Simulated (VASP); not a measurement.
A run of VASP 6.6.1 is set up as follows.

File INCAR:

```
SYSTEM = NaCl
PREC     = Accurate       ! precision mode
ENCUT    = 520            ! plane-wave cutoff, eV
EDIFF    = 1E-6           ! SCF threshold, eV
ISMEAR   = -1             ! smearing method
SIGMA    = 0.05           ! smearing width, eV
LREAL    = .FALSE.        ! projectors in reciprocal space
LASPH    = .TRUE.         ! aspherical terms in the spheres
NELM     = 80             ! most SCF steps
ALGO     = Normal         ! electronic algorithm
ISIF     = 2              ! what is computed and relaxed
LWAVE    = .FALSE.        ! write WAVECAR
LCHARG   = .TRUE.         ! write CHGCAR
GGA      = PE             ! functional
LELF     = .TRUE.         ! ELF
LVHAR    = .TRUE.       
NBANDS   = 14             ! bands
```

The input KPOINTS:

```
Automatic mesh
0
G
  6 6 6
  0 0 0
```

The input POSCAR:

```
NaCl
1.0
    0.0000000000      2.7940632177      2.7940632177
    2.7940632177      0.0000000000      2.7940632177
    2.7940632177      2.7940632177      0.0000000000
Cl Na
1 1
Direct
    0.5000000000      0.5000000000      0.5000000000
    0.0000000000      0.0000000000      0.0000000000
```

Potentials or basis: VASP PAW PBE potentials, release 64 (Cl, Na_pv).

Run with:

```sh
$ cat potpaw_PBE.64/Cl/POTCAR potpaw_PBE.64/Na_pv/POTCAR > POTCAR
$ mpirun -np 1 vasp_std > vasp.out
```

**Question.** Predict the band gap on the k mesh.

**Answer.** 5.22 eV, direct.

**Question.** Predict the pressure.

**Answer.** 1.5 GPa.

PBE gaps usually lie below the measured ones, often by a third to a half.
